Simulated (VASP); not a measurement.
The system is TiAl.

```xyz
2
Lattice="2.7764 0.0000 0.0000 0.0000 2.8621 0.0000 0.0000 0.0000 4.0418" Properties=species:S:1:pos:R:3 pbc="T T T"
Ti    1.3882    1.4311    2.4284
Al    0.0000    0.0000    3.6343
```

```yaml
Program: VASP 6.6.1
Task: relaxation of cell and atoms
Functional: PBE
Potentials_or_basis: VASP PAW PBE potentials, release 64 (Ti_sv, Al)
Cutoff: 600 eV
k_mesh: 6 × 6 × 4
Occupations: gaussian, width 0.1 eV
Spin: no spin polarisation
```

At the start: pressure 31.2 GPa; volume 16.06 Å³/atom.

Q: How do energy, volume and symmetry change on relaxing?

A: Over 13 steps the energy falls by 1188.3 meV/atom and the volume is 16.27 Å³/atom (+1.3 %); space group P4mm (No. 99, to 0.1 Å) before, P4/mmm (No. 123, to 0.1 Å).

Step by step:
```tsv
step	energy change (eV)	largest force (eV/Å)	pressure (GPa)	volume (Å³)
1	0.0000	6.1771	31.21	32.12
2	-0.8803	0.1718	-19.03	48.88
3	-1.5485	1.4700	-10.23	40.47
4	-1.5522	1.5981	-9.26	40.04
5	-1.5520	1.6855	-8.58	39.77
6	-2.0428	1.4330	-5.79	35.87
7	-2.3032	0.0092	10.24	30.10
8	-2.3343	0.6926	2.92	31.85
9	-2.3400	0.5137	4.76	31.33
10	-2.3708	0.2368	-0.88	32.78
11	-2.3759	0.0543	0.43	32.36
12	-2.3759	0.0447	0.54	32.34
13	-2.3766	0.0156	-0.15	32.54
```

Final structure:
```xyz
2
Lattice="2.8301 0.0000 0.0000 0.0000 2.8293 0.0000 0.0000 0.0000 4.0636" Properties=species:S:1:pos:R:3 pbc="T T T"
Ti    1.4151    1.4146    2.0332
Al    0.0000    0.0000    4.0623
```

Caveat: the k points lie up to 0.39 Å⁻¹ apart in the final cell, too coarse for converged energies and pressures of a metal.
